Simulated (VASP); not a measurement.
# Al2Cu in VASP: single point with PBEsol

Aim: the single point of Al2Cu with PBEsol.

All numbers are computed with VASP 6.6.1; they aren't measurements. Logs are shortened: lines on timing, memory, paths and dates and some standing lists are left out, and cuts for length are marked.

### Step 1. The cell of the first run

The cell holds a slab with vacuum, 12 atoms: a = 4.061 Å, b = 4.061 Å, c = 27.979 Å, α = 90.00°, β = 90.00°, γ = 90.00°.

### Step 2. Single point, PBEsol

File INCAR:

```
SYSTEM = Al2Cu
  PREC = Accurate
  ENCUT = 520
  EDIFF = 1E-6
  ISMEAR = 0
  SIGMA = 0.1
  LREAL = .False.
  LASPH = .True.
  NELM = 60
  ALGO = Normal
  ISIF = 2
  LWAVE = .False.
  LCHARG = .True.
  LDIPOL = .True.
  IDIPOL = 3
  DIPOL = 0.5 0.5 0.492
  GGA = PS
  LELF = .True.
  LVHAR = .True.
  LVACPOTAV = .True.
  NBANDS = 46
```

File KPOINTS:

```
regular mesh
0
Gamma
  6 6 1
  0 0 0
```

File POSCAR:

```
Al2Cu
1.0
    4.0606750000      0.0000000000      0.0000000000
    0.0000000000      4.0606750000      0.0000000000
    0.0000000000      0.0000000000     27.9788289869
Al Cu
8 4
Direct
    0.5000000000      0.0000000000      0.3216717899
    0.0000000000      0.5000000000      0.3216717899
    0.0000000000      0.5000000000      0.4235736200
    0.5000000000      0.0000000000      0.4235736200
    0.5000000000      0.0000000000      0.5262816934
    0.0000000000      0.5000000000      0.5262816934
    0.0000000000      0.5000000000      0.6281226326
    0.5000000000      0.0000000000      0.6281226326
    0.0000000000      0.0000000000      0.3726227099
    0.5000000000      0.5000000000      0.4745245400
    0.0000000000      0.0000000000      0.5772313864
    0.5000000000      0.5000000000      0.6751352994
```

Potentials or basis: VASP PAW PBE potentials, release 64 (Al, Cu).

The run is started by

```sh
$ cat potpaw_PBE.64/Al/POTCAR potpaw_PBE.64/Cu/POTCAR > POTCAR
$ mpirun -np 1 vasp_std > vasp.out
```

OUTCAR:

```text
SYSTEM = Al2Cu
   PREC = Accurate
   ENCUT = 520
   EDIFF = 1E-6
   ISMEAR = 0
   LREAL = .False.
   LASPH = .True.
   NELM = 60
   ISIF = 2
   GGA = PS

 ion  position               nearest neighbor table
   1  0.500  0.000  0.322-   9 2.48   9 2.48   4 2.85   2 2.87   2 2.87   2 2.87   2 2.87
   2  0.000  0.500  0.322-   9 2.48   9 2.48   3 2.85   1 2.87   1 2.87   1 2.87   1 2.87
   3  0.000  0.500  0.424-   9 2.48   9 2.48  10 2.48  10 2.48   2 2.85   4 2.87   4 2.87   4 2.87
                             4 2.87   6 2.87
   4  0.500  0.000  0.424-   9 2.48   9 2.48  10 2.48  10 2.48   1 2.85   3 2.87   3 2.87   3 2.87
                             3 2.87   5 2.87
   5  0.500  0.000  0.526-  11 2.48  11 2.48  10 2.49  10 2.49   8 2.85   6 2.87   6 2.87   6 2.87
                             6 2.87   4 2.87
   6  0.000  0.500  0.526-  11 2.48  11 2.48  10 2.49  10 2.49   7 2.85   5 2.87   5 2.87   5 2.87
                             5 2.87   3 2.87
   7  0.000  0.500  0.628-  12 2.42  12 2.42  11 2.48  11 2.48   6 2.85   8 2.87   8 2.87   8 2.87
                             8 2.87
   8  0.500  0.000  0.628-  12 2.42  12 2.42  11 2.48  11 2.48   5 2.85   7 2.87   7 2.87   7 2.87
                             7 2.87
   9  0.000  0.000  0.373-   3 2.48   4 2.48   3 2.48   4 2.48   2 2.48   1 2.48   1 2.48   2 2.48

  10  0.500  0.500  0.475-   3 2.48   4 2.48   4 2.48   3 2.48   5 2.49   5 2.49   6 2.49   6 2.49

  11  0.000  0.000  0.577-   7 2.48   8 2.48   7 2.48   8 2.48   6 2.48   5 2.48   5 2.48   6 2.48

  12  0.500  0.500  0.675-   7 2.42   8 2.42   8 2.42   7 2.42

  LATTYP: Found a simple tetragonal cell.
 ALAT       =     4.0606750000
 C/A-ratio  =     6.8901916521

  Lattice vectors:

 A1 = (   4.0606750000,   0.0000000000,   0.0000000000)
 A2 = (   0.0000000000,   4.0606750000,   0.0000000000)
 A3 = (   0.0000000000,   0.0000000000,  27.9788289869)

Analysis of symmetry for initial positions (statically):
=====================================================================
 Subroutine PRICEL returns:
 Original cell was already a primitive cell.

 Routine SETGRP: Setting up the symmetry group for a
 simple tetragonal supercell.

 Subroutine GETGRP returns: Found  8 space group operations
 (whereof  8 operations were pure point group operations)
 out of a pool of 16 trial point group operations.

The static configuration has the point symmetry C_4v.

Analysis of symmetry for dynamics (positions and initial velocities):
=====================================================================
 Subroutine PRICEL returns:
 Original cell was already a primitive cell.

 Routine SETGRP: Setting up the symmetry group for a
 simple tetragonal supercell.

 Subroutine GETGRP returns: Found  8 space group operations
 (whereof  8 operations were pure point group operations)
 out of a pool of 16 trial point group operations.

The dynamic configuration has the point symmetry C_4v.

 Subroutine INISYM returns: Found  8 space group operations
 (whereof  8 operations are pure point group operations),
 and found     1 'primitive' translations

----------------------------------------------------------------------------------------

                                     Primitive cell

  volume of cell :     461.3452

  direct lattice vectors                    reciprocal lattice vectors
     4.060675000  0.000000000  0.000000000     0.246264476  0.000000000  0.000000000
     0.000000000  4.060675000  0.000000000     0.000000000  0.246264476  0.000000000
     0.000000000  0.000000000 27.978828987     0.000000000  0.000000000  0.035741310

  length of vectors
     4.060675000  4.060675000 27.978828987     0.246264476  0.246264476  0.035741310

  position of ions in fractional coordinates (direct lattice)
     0.500000000  0.000000000  0.321671790
     0.000000000  0.500000000  0.321671790
     0.000000000  0.500000000  0.423573620
     0.500000000  0.000000000  0.423573620
     0.500000000  0.000000000  0.526281693
     0.000000000  0.500000000  0.526281693
     0.000000000  0.500000000  0.628122633
     0.500000000  0.000000000  0.628122633
     0.000000000  0.000000000  0.372622710
     0.500000000  0.500000000  0.474524540
     0.000000000  0.000000000  0.577231386
     0.500000000  0.500000000  0.675135299
[... 29 lines left out ...]
     0.000000000  0.000000000  0.035741310     0.000000000  0.000000000  1.000000000

  Length of vectors
     0.041044079  0.041044079  0.035741310

  Shift w.r.t. Gamma in fractional coordinates (k-lattice)
     0.000000000  0.000000000  0.000000000

 Subroutine IBZKPT returns following result:
 ===========================================

 Found     10 irreducible k-points:

 Following reciprocal coordinates:
            Coordinates               Weight
  0.000000  0.000000  0.000000      1.000000
  0.166667  0.000000  0.000000      4.000000
  0.333333  0.000000  0.000000      4.000000
  0.500000  0.000000  0.000000      2.000000
  0.166667  0.166667  0.000000      4.000000
  0.333333  0.166667  0.000000      8.000000
  0.500000  0.166667  0.000000      4.000000
  0.333333  0.333333  0.000000      4.000000
  0.500000  0.333333  0.000000      4.000000
  0.500000  0.500000  0.000000      1.000000
   k-points           NKPTS =     10   k-points in BZ     NKDIM =     10   number of bands    NBANDS=     46
   number of dos      NEDOS =    301   number of ions     NIONS =     12
   total plane-waves  NPLWV = 189000
   dimension x,y,z NGX =    30 NGY =   30 NGZ =  210
   dimension x,y,z NGXF=    60 NGYF=   60 NGZF=  420
   ions per type =               8   4
   NGX,Y,Z   is equivalent  to a cutoff of  12.28, 12.28, 12.48 a.u.
   NGXF,Y,Z  is equivalent  to a cutoff of  24.56, 24.56, 24.96 a.u.
 SYSTEM =  Al2Cu
   PREC   = accura    normal or accurate (medium, high low for compatibility)
   ISTART =      0    job   : 0-new  1-cont  2-samecut
   ICHARG =      2    charge: 1-file 2-atom 10-const
   ISPIN  =      1    spin polarized calculation?
   LNONCOLLINEAR =      F non collinear calculations
   LSORBIT =      F    spin-orbit coupling
   LASPH  =      T    aspherical Exc in radial PAW
   ENCUT  =  520.0 eV  38.22 Ry    6.18 a.u.   7.55  7.55 52.02*2*pi/ulx,y,z
   NELM   =     60;   NELMIN=  2; NELMDL= -5     # of ELM steps
   EDIFF  = 0.1E-05   stopping-criterion for ELM
   LREAL  =      F    real-space projection
   EDIFFG = 0.1E-04   stopping-criterion for IOM
   NSW    =      0    number of steps for IOM
   IBRION =     -1    ionic relax: 0-MD 1-quasi-New 2-CG
   NFREE  =      0    steps in history (QN), initial steepest desc. (CG)
   ISIF   =      2    stress and relaxation
   ISYM   =      2    0-nonsym 1-usesym 2-fastsym
   POTIM  = 0.5000    time-step for ionic-motion
   TEBEG  =    0.0;   TEEND  =   0.0 temperature during run
   PSTRESS=    0.0 pullay stress
   NELECT =      68.0000    total number of electrons
   NUPDOWN=      -1.0000    fix difference up-down
   EMIN   =  10.00;   EMAX   =-10.00  energy-range for DOS
   EFERMI =   0.00;   METHOD = LEGACY
   ISMEAR =     0;   SIGMA  =   0.10  broadening in eV -4-tet -1-fermi 0-gaus
   EFERMI_NEDOS =   21; number of points for ismear=-14 and -15
   IALGO  =     38    algorithm
   IMIX   =      4    mixing-type and parameters
     AMIX     =   0.40;   BMIX     =  1.00
     AMIX_MAG =   1.60;   BMIX_MAG =  1.00
  volume/ion in A,a.u.               =      38.45       259.44
  Fermi-wavevector in a.u.,A,eV,Ry     =   0.864774  1.634185 10.174893  0.747834
  Thomas-Fermi vector in A             =   1.982920
   LORBIT       =      0    0 simple, 1 ext, 2 COOP (PROOUT), +10 PAW based schemes
   GGA     = PS    functional components
   LHFCALC =     F    Hartree Fock is set to
   AEXX    =    0.0000 exact exchange contribution
   IVDW    =     0    specifies the selected vdW correction
   LEPSILON=     F    determine dielectric tensor
   LRPA    =     F    only Hartree local field effects (RPA)
 non-spin polarized calculation
 Gauss-broadening in eV      SIGMA  =   0.10
  energy-cutoff  :      520.00
  volume of cell :      461.35
 maximum number of plane-waves:     12475
   NGX = 15   NGY = 15   NGZ =105

 dipolmoment           0.000000      0.000000      0.211700 electrons x Angstroem

 number of electron      67.9999930 magnetization

 dipolmoment           0.000000      0.000000     -0.027212 electrons x Angstroem

 Free energy of the ion-electron system (eV)
  ---------------------------------------------------
  ext. energy  EPLUGINS =         0.00000000
  ---------------------------------------------------
  free energy    TOTEN  =       -48.56882618 eV

  energy without entropy =      -48.54192488  energy(sigma->0) =      -48.55537553

 E-fermi :   0.5026     XC(G=0):  -5.0128

 val. band max:        0.4623184656   @ k =   0.3333   0.0000   0.0000
 cond. band min:       0.5878497058   @ k =   0.3333   0.3333   0.0000
 fundamental gap:      0.1255312402
 Fermi energy:         0.5025642114

 k-point     1 :       0.0000    0.0000    0.0000
  band No.  band energies     occupation
      1      -9.5647      2.00000
      2      -8.8806      2.00000
      3      -7.7193      2.00000
      4      -6.2662      2.00000
      5      -4.6329      2.00000
      6      -4.5758      2.00000
[... 479 lines left out ...]
     45       4.9284      0.00000
     46       4.9284      0.00000

------------------------ aborting loop because EDIFF is reached ----------------------------------------

  FORCE on cell =-STRESS in cart. coord.  units (eV):
  Direction    XX          YY          ZZ          XY          YZ          ZX
  --------------------------------------------------------------------------------------
  -------------------------------------------------------------------------------------
  Total       -1.7361561     -1.7361561      0.4964453      0.0000000      0.0000000      0.0000000
  in kB       -6.0293898     -6.0293898      1.7240743      0.0000000      0.0000000      0.0000000
  external PRESSURE =      -3.4449018 kB  Pullay stress =       0.0000000 kB

 VOLUME and BASIS-vectors are now :
 -----------------------------------------------------------------------------
  energy-cutoff  :      520.00
  volume of cell :      461.35
      direct lattice vectors                 reciprocal lattice vectors
     4.060675000  0.000000000  0.000000000     0.246264476  0.000000000  0.000000000
     0.000000000  4.060675000  0.000000000     0.000000000  0.246264476  0.000000000
     0.000000000  0.000000000 27.978828987     0.000000000  0.000000000  0.035741310

 POSITION                                       TOTAL-FORCE (eV/Angst)
 -----------------------------------------------------------------------------------
      2.03034      0.00000      9.00000         0.000000     -0.000000      0.052083
      0.00000      2.03034      9.00000         0.000000     -0.000000      0.052083
      0.00000      2.03034     11.85109         0.000000     -0.000000     -0.072453
      2.03034      0.00000     11.85109         0.000000     -0.000000     -0.072453
      2.03034      0.00000     14.72475         0.000000     -0.000000      0.009162
      0.00000      2.03034     14.72475         0.000000     -0.000000      0.009162
      0.00000      2.03034     17.57414         0.000000     -0.000000      0.003524
      2.03034      0.00000     17.57414         0.000000     -0.000000      0.003524
      0.00000      0.00000     10.42555        -0.000000     -0.000000     -0.201328
      2.03034      2.03034     13.27664         0.000000      0.000000      0.203542
      0.00000      0.00000     16.15026         0.000000     -0.000000     -0.021819
      2.03034      2.03034     18.88950         0.000000      0.000000      0.034972
 -----------------------------------------------------------------------------------
    total drift:                                0.000000      0.000000     -0.001009

  FREE ENERGIE OF THE ION-ELECTRON SYSTEM (eV)
  ---------------------------------------------------
  free  energy   TOTEN  =       -48.5688261805 eV

  energy  without entropy=      -48.5419248841  energy(sigma->0) =      -48.55537553

 vacuum level on the upper side and lower side of the slab         4.481         4.780
```

Run time: 7 min. Hardware: 1 thread of Intel Xeon Platinum 8488C (Sapphire Rapids), shared host; peak memory 0.53 GiB.

Results:

```
Free energy            : -48.5688 eV
Largest force          : 0.204 eV/Å
Band gap on the k mesh : zero (band 34 reaches 1.20 eV, above the bottom of band 35 at -0.79 eV)
```

Forces on the atoms (eV/Å):
```
Al   0.000  0.000  0.052
Al   0.000  0.000  0.052
Al   0.000  0.000 -0.072
Al   0.000  0.000 -0.072
Al   0.000  0.000  0.009
Al   0.000  0.000  0.009
Al   0.000  0.000  0.004
Al   0.000  0.000  0.004
Cu   0.000  0.000 -0.201
Cu   0.000  0.000  0.204
Cu   0.000  0.000 -0.022
Cu   0.000  0.000  0.035
```

Levels at points of the mesh, in eV from the Fermi level:
```
           k point  band 29  band 30  band 31  band 32  band 33  band 34  band 35  band 36  band 37  band 38
(0.00, 0.00, 0.00)    -0.87    -0.87    -0.27     0.41     0.41     0.45     0.86     1.30     1.66     1.68
(0.50, 0.00, 0.00)    -1.97    -1.90    -0.34     0.21     0.36     0.45     0.49     1.52     1.79     1.88
(0.50, 0.50, 0.00)    -2.88    -2.88    -2.47    -2.35    -2.04    -1.81    -1.29    -1.29    -0.41    -0.41
```

Caveat: the PAW data sets were made with another functional, which shifts forces and pressure a little.
